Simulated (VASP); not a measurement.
# Mn (Fd-3m) in VASP: density of states with PBEsol

Aim: the density of states of Mn with PBEsol.

Everything below comes from runs of VASP 6.6.1. Logs are shortened: lines on timing, memory, paths and dates and some standing lists are left out, and cuts for length are marked.

### 1 The cell of the first run

Symmetry: Fd-3m, No. 227, cubic system. The conventional cell has a = 3.598 Å, b = 3.598 Å, c = 3.598 Å, α = 90.00°, β = 90.00°, γ = 90.00°. Within 2.1 Å of Mn (site symmetry -43m) lie 4 Mn at 1.56 Å.

### 2 Density of states, PBEsol, collinear spin, ferromagnetic start (volume scaled by 0.4)

The input, POSCAR:

```
Mn
1.0
    0.0000000000      1.7988642163      1.7988642163
    1.7988642163      0.0000000000      1.7988642163
    1.7988642163      1.7988642163      0.0000000000
Mn
2
Direct
   -0.1250000000     -0.1250000000     -0.1250000000
    0.1250000000      0.1250000000      0.1250000000
```

The input, INCAR.step1:

```
PREC = Accurate
ENCUT = 520
EDIFF = 1E-6
ISMEAR = -1
SIGMA = 0.08
LREAL = F
LASPH = T
NELM = 150
ALGO = Normal
ISIF = 2
LWAVE = F
LCHARG = T
ISPIN = 2
MAGMOM = 3 3
LMAXMIX = 4
GGA = PS
NBANDS = 24
```

The input, KPOINTS.step1:

```
Automatic mesh
0
Gamma
  15 15 15
```

The input, INCAR.step2:

```
PREC = Accurate
ENCUT = 520
EDIFF = 1E-6
ISMEAR = -5
SIGMA = 0.08
LREAL = F
LASPH = T
NELM = 150
ALGO = Normal
ISIF = 2
LWAVE = F
LCHARG = F
ISPIN = 2
MAGMOM = 3 3
LORBIT = 11
LMAXMIX = 4
GGA = PS
NEDOS = 1001
ICHARG = 11
```

The input, KPOINTS.step2:

```
Automatic mesh
0
Gamma
  23 23 23
```

Potentials or basis: VASP PAW PBE potentials, release 64 (Mn_pv).

The run is started by

```sh
cat potpaw_PBE.64/Mn_pv/POTCAR > POTCAR
cp INCAR.step1 INCAR
cp KPOINTS.step1 KPOINTS
mpirun -np 1 vasp_std > vasp.out
cp INCAR.step2 INCAR
cp KPOINTS.step2 KPOINTS
mpirun -np 1 vasp_std > vasp.out
```

OUTCAR:

```text
PREC = Accurate
   ENCUT = 520
   EDIFF = 1E-6
   ISMEAR = -5
   LREAL = F
   LASPH = T
   NELM = 150
   ISIF = 2
   ISPIN = 2
   LORBIT = 11
   GGA = PS
   ICHARG = 11

 ion  position               nearest neighbor table
   1  0.875  0.875  0.875-   2 1.56   2 1.56   2 1.56   2 1.56   2 2.98   2 2.98   2 2.98   2 2.98
                             2 2.98   2 2.98   2 2.98   2 2.98   2 2.98   2 2.98   2 2.98   2 2.98
   2  0.125  0.125  0.125-   1 1.56   1 1.56   1 1.56   1 1.56   1 2.98   1 2.98   1 2.98   1 2.98
                             1 2.98   1 2.98   1 2.98   1 2.98   1 2.98   1 2.98   1 2.98   1 2.98

 -----------------------------------------------------------------------------
|                                                                             |
|           W    W    AA    RRRRR   N    N  II  N    N   GGGG   !!!           |
|           W    W   A  A   R    R  NN   N  II  NN   N  G    G  !!!           |
|           W    W  A    A  R    R  N N  N  II  N N  N  G       !!!           |
|           W WW W  AAAAAA  RRRRR   N  N N  II  N  N N  G  GGG   !            |
|           WW  WW  A    A  R   R   N   NN  II  N   NN  G    G                |
|           W    W  A    A  R    R  N    N  II  N    N   GGGG   !!!           |
|                                                                             |
|     The distance between some ions is very small. Please check the          |
|     nearest-neighbor list in the OUTCAR file.                               |
|     I HOPE YOU KNOW WHAT YOU ARE DOING!                                     |
|                                                                             |
 -----------------------------------------------------------------------------

  LATTYP: Found a face centered cubic cell.
 ALAT       =     3.5977284326

  Lattice vectors:

 A1 = (   0.0000000000,   1.7988642163,   1.7988642163)
 A2 = (   1.7988642163,   0.0000000000,   1.7988642163)
 A3 = (   1.7988642163,   1.7988642163,   0.0000000000)

Analysis of symmetry for initial positions (statically):
=====================================================================
 Subroutine PRICEL returns:
 Original cell was already a primitive cell.

 Routine SETGRP: Setting up the symmetry group for a
 face centered cubic supercell.

 Subroutine GETGRP returns: Found 48 space group operations
 (whereof 12 operations were pure point group operations)
 out of a pool of 48 trial point group operations.

The static configuration has the point symmetry D_3d.
 The point group associated with its full space group is O_h .

Analysis of symmetry for dynamics (positions and initial velocities):
=====================================================================
 Subroutine PRICEL returns:
 Original cell was already a primitive cell.

 Routine SETGRP: Setting up the symmetry group for a
 face centered cubic supercell.

 Subroutine GETGRP returns: Found 48 space group operations
 (whereof 12 operations were pure point group operations)
 out of a pool of 48 trial point group operations.

The dynamic configuration has the point symmetry D_3d.
 The point group associated with its full space group is O_h .

Analysis of structural, dynamic, and magnetic symmetry:
=====================================================================
 Subroutine PRICEL returns:
 Original cell was already a primitive cell.

 Routine SETGRP: Setting up the symmetry group for a
 face centered cubic supercell.

 Subroutine GETGRP returns: Found 48 space group operations
 (whereof 12 operations were pure point group operations)
 out of a pool of 48 trial point group operations.

The overall configuration has the point symmetry D_3d.
 The point group associated with its full space group is O_h .

 Subroutine INISYM returns: Found 48 space group operations
 (whereof 12 operations are pure point group operations),
 and found     1 'primitive' translations

----------------------------------------------------------------------------------------

                                     Primitive cell

  volume of cell :      11.6419

  direct lattice vectors                    reciprocal lattice vectors
     0.000000000  1.798864216  1.798864216    -0.277953164  0.277953164  0.277953164
     1.798864216  0.000000000  1.798864216     0.277953164 -0.277953164  0.277953164
     1.798864216  1.798864216  0.000000000     0.277953164  0.277953164 -0.277953164

  length of vectors
[... 33 lines left out ...]

 Subroutine IBZKPT returns following result:
 ===========================================

 Found    364 irreducible k-points:

 Following reciprocal coordinates:
            Coordinates               Weight
  0.000000  0.000000  0.000000      1.000000
  0.043478  0.000000  0.000000      8.000000
  0.086957  0.000000  0.000000      8.000000
  0.130435  0.000000  0.000000      8.000000
  0.173913  0.000000  0.000000      8.000000
  0.217391  0.000000  0.000000      8.000000
[... 16 lines left out ...]
  0.478261  0.043478  0.000000     24.000000
 -0.478261  0.043478  0.000000     24.000000
 [... further k-points ...]
   k-points           NKPTS =    364   k-points in BZ     NKDIM =    364   number of bands    NBANDS=     20
   number of dos      NEDOS =   1001   number of ions     NIONS =      2
   total plane-waves  NPLWV =   8000
   dimension x,y,z NGX =    20 NGY =   20 NGZ =   20
   dimension x,y,z NGXF=    40 NGYF=   40 NGZF=   40
   ions per type =               2
   NGX,Y,Z   is equivalent  to a cutoff of  13.07, 13.07, 13.07 a.u.
   NGXF,Y,Z  is equivalent  to a cutoff of  26.14, 26.14, 26.14 a.u.
 SYSTEM =  unknown system
   PREC   = accura    normal or accurate (medium, high low for compatibility)
   ISTART =      0    job   : 0-new  1-cont  2-samecut
   ICHARG =     11    charge: 1-file 2-atom 10-const
   ISPIN  =      2    spin polarized calculation?
   LNONCOLLINEAR =      F non collinear calculations
   LSORBIT =      F    spin-orbit coupling
   LASPH  =      T    aspherical Exc in radial PAW
   ENCUT  =  520.0 eV  38.22 Ry    6.18 a.u.   4.73  4.73  4.73*2*pi/ulx,y,z
   NELM   =    150;   NELMIN=  2; NELMDL=  0     # of ELM steps
   EDIFF  = 0.1E-05   stopping-criterion for ELM
   LREAL  =      F    real-space projection
   EDIFFG = 0.1E-04   stopping-criterion for IOM
   NSW    =      0    number of steps for IOM
   IBRION =     -1    ionic relax: 0-MD 1-quasi-New 2-CG
   NFREE  =      0    steps in history (QN), initial steepest desc. (CG)
   ISIF   =      2    stress and relaxation
   ISYM   =      2    0-nonsym 1-usesym 2-fastsym
   POTIM  = 0.5000    time-step for ionic-motion
   TEBEG  =    0.0;   TEEND  =   0.0 temperature during run
   PSTRESS=    0.0 pullay stress
   NELECT =      26.0000    total number of electrons
   NUPDOWN=      -1.0000    fix difference up-down
   EMIN   =  10.00;   EMAX   =-10.00  energy-range for DOS
   EFERMI =   0.00;   METHOD = LEGACY
   ISMEAR =    -5;   SIGMA  =   0.08  broadening in eV -4-tet -1-fermi 0-gaus
   EFERMI_NEDOS =   21; number of points for ismear=-14 and -15
   IALGO  =     38    algorithm
   IMIX   =      4    mixing-type and parameters
     AMIX     =   0.40;   BMIX     =  1.00
     AMIX_MAG =   1.60;   BMIX_MAG =  1.00
  volume/ion in A,a.u.               =       5.82        39.28
  Fermi-wavevector in a.u.,A,eV,Ry     =   2.139887  4.043801 62.302677  4.579118
  Thomas-Fermi vector in A             =   3.119244
   LORBIT       =     11    0 simple, 1 ext, 2 COOP (PROOUT), +10 PAW based schemes
   GGA     = PS    functional components
   LHFCALC =     F    Hartree Fock is set to
   AEXX    =    0.0000 exact exchange contribution
   IVDW    =     0    specifies the selected vdW correction
   LEPSILON=     F    determine dielectric tensor
   LRPA    =     F    only Hartree local field effects (RPA)
 spin polarized calculation
 Fermi weights with tetrahedron method with Bloechl corrections
  energy-cutoff  :      520.00
  volume of cell :       11.64
 maximum number of plane-waves:       331

 number of electron      26.0000020 magnetization       0.0000812

 Free energy of the ion-electron system (eV)
  ---------------------------------------------------
  ext. energy  EPLUGINS =         0.00000000
  ---------------------------------------------------
  free energy    TOTEN  =         9.87630453 eV

  energy without entropy =        9.87630453  energy(sigma->0) =        9.87630453

 E-fermi :  23.0223     XC(G=0): -17.8815

 val. band max:       23.1178376192   @ k =  -0.3478   0.4783   0.1739
 cond. band min:      23.0221025829   @ k =   0.2174   0.0000   0.0000
 fundamental gap:     -0.0957350363
 Fermi energy:        23.0222850241

 spin component 1

 k-point     1 :       0.0000    0.0000    0.0000
  band No.  band energies     occupation
      1     -30.1785      1.00000
      2     -30.1785      1.00000
      3     -30.1785      1.00000
      4     -24.4815      1.00000
      5     -24.4815      1.00000
      6     -24.4815      1.00000
[... 541 lines left out ...]
     19      41.9069      0.00000
     20      47.4031      0.00000

 [... further k-points ...]

 spin component 2

 k-point     1 :       0.0000    0.0000    0.0000
  band No.  band energies     occupation
      1     -30.1785      1.00000
      2     -30.1785      1.00000
      3     -30.1785      1.00000
      4     -24.4814      1.00000
      5     -24.4814      1.00000
      6     -24.4814      1.00000
[... 541 lines left out ...]
     19      41.9069      0.00000
     20      47.3585      0.00000

 [... further k-points ...]
[... 5 lines left out ...]
  --------------------------------------------------------------------------------------
  -------------------------------------------------------------------------------------
  Total       71.4248062     71.4248062     71.4248062      0.0000000     -0.0000000      0.0000000
  in kB     9829.5697562   9829.5697562   9829.5697562      0.0000000     -0.0000000      0.0000000
  external PRESSURE =    9829.5697562 kB  Pullay stress =       0.0000000 kB

 VOLUME and BASIS-vectors are now :
 -----------------------------------------------------------------------------
  energy-cutoff  :      520.00
  volume of cell :       11.64
      direct lattice vectors                 reciprocal lattice vectors
     0.000000000  1.798864216  1.798864216    -0.277953164  0.277953164  0.277953164
     1.798864216  0.000000000  1.798864216     0.277953164 -0.277953164  0.277953164
     1.798864216  1.798864216  0.000000000     0.277953164  0.277953164 -0.277953164

 POSITION                                       TOTAL-FORCE (eV/Angst)
 -----------------------------------------------------------------------------------
      3.14801      3.14801      3.14801        -0.000000     -0.000000     -0.000000
      0.44972      0.44972      0.44972         0.000000      0.000000      0.000000
 -----------------------------------------------------------------------------------
    total drift:                                0.000000     -0.000000     -0.000000

  FREE ENERGIE OF THE ION-ELECTRON SYSTEM (eV)
  ---------------------------------------------------
  free  energy   TOTEN  =         9.8763045300 eV

  energy  without entropy=        9.8763045300  energy(sigma->0) =        9.87630453

 total charge

# of ion       s       p       d       tot
------------------------------------------
    1        0.707   6.984   7.229  14.919
    2        0.707   6.984   7.229  14.919
--------------------------------------------------
tot          1.414  13.967  14.457  29.838

 magnetization (x)

# of ion       s       p       d       tot
------------------------------------------
    1        0.000   0.000   0.000   0.000
    2        0.000   0.000   0.000   0.000
--------------------------------------------------
tot          0.000   0.000   0.000   0.000
```

It took 3.6 min on 1 thread of Intel Xeon Platinum 8259CL at 2.50GHz (Skylake/Cascade Lake), shared host; peak memory 0.23 GiB.

Results:

```
Net moment : 0.00 μB per cell
```

Caveat: the starting moments collapsed, and a magnetic state may lie lower; the PAW data sets were made with another functional, which shifts forces and pressure a little; tetrahedron occupations give inexact forces and stress in metals.
